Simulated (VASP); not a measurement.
A run of VASP 6.6.1:

Contents of POSCAR:

```
W
1.0
    0.0000000000      1.9995500000      1.9995500000
    1.9995500000      0.0000000000      1.9995500000
    1.9995500000      1.9995500000      0.0000000000
W
1
Direct
    0.0000000000      0.0000000000      0.0000000000
```

Contents of INCAR.step1:

```
SYSTEM = W
PREC     = Accurate       ! precision mode
ENCUT    = 520            ! plane-wave cutoff, eV
ISMEAR   = 0              ! smearing method
SIGMA    = 0.15           ! smearing width, eV
LREAL    = .False.        ! projectors in reciprocal space
LASPH    = .True.         ! aspherical terms in the spheres
NELM     = 80             ! most SCF steps
NBANDS   = 13             ! bands
GGA      = PE             ! functional
ALGO     = Normal         ! electronic algorithm
EDIFF    = 1E-4           ! SCF threshold, eV
LWAVE    = .True.         ! write WAVECAR
LCHARG   = .False.        ! write CHGCAR
```

INCAR.step2

```
SYSTEM = W
PREC     = Accurate       ! precision mode
ENCUT    = 520            ! plane-wave cutoff, eV
EDIFF    = 1E-7           ! SCF threshold, eV
ISMEAR   = 0              ! smearing method
SIGMA    = 0.15           ! smearing width, eV
LREAL    = .False.        ! projectors in reciprocal space
LASPH    = .True.         ! aspherical terms in the spheres
NELM     = 80             ! most SCF steps
ALGO     = Normal         ! electronic algorithm
ISIF     = 2              ! what is computed and relaxed
LWAVE    = .False.        ! write WAVECAR
LCHARG   = .False.        ! write CHGCAR
METAGGA  = R2SCAN         ! meta-GGA
LMIXTAU  = .True.       
NBANDS   = 13             ! bands
ISTART   = 1
```

The input KPOINTS:

```
regular mesh
0
Gamma
  20 20 20
  0 0 0
```

Potentials or basis: VASP PAW PBE potentials, release 64 (W_sv).

Command:

```sh
$ cat potpaw_PBE.64/W_sv/POTCAR > POTCAR
$ cp INCAR.step1 INCAR
$ mpirun -np 1 vasp_std > vasp.out
$ cp INCAR.step2 INCAR
$ mpirun -np 1 vasp_std > vasp.out
```

Hardware: 1 thread of AMD EPYC 9R45 96-Core Processor (Zen 5), on a shared host.

**Question.** Estimate the wall time of this run.

**Answer.** It took 2.4 min on 1 thread of AMD EPYC 9R45 96-Core Processor (Zen 5) (shared host), peak memory 0.15 GiB. Counts: k points 256.
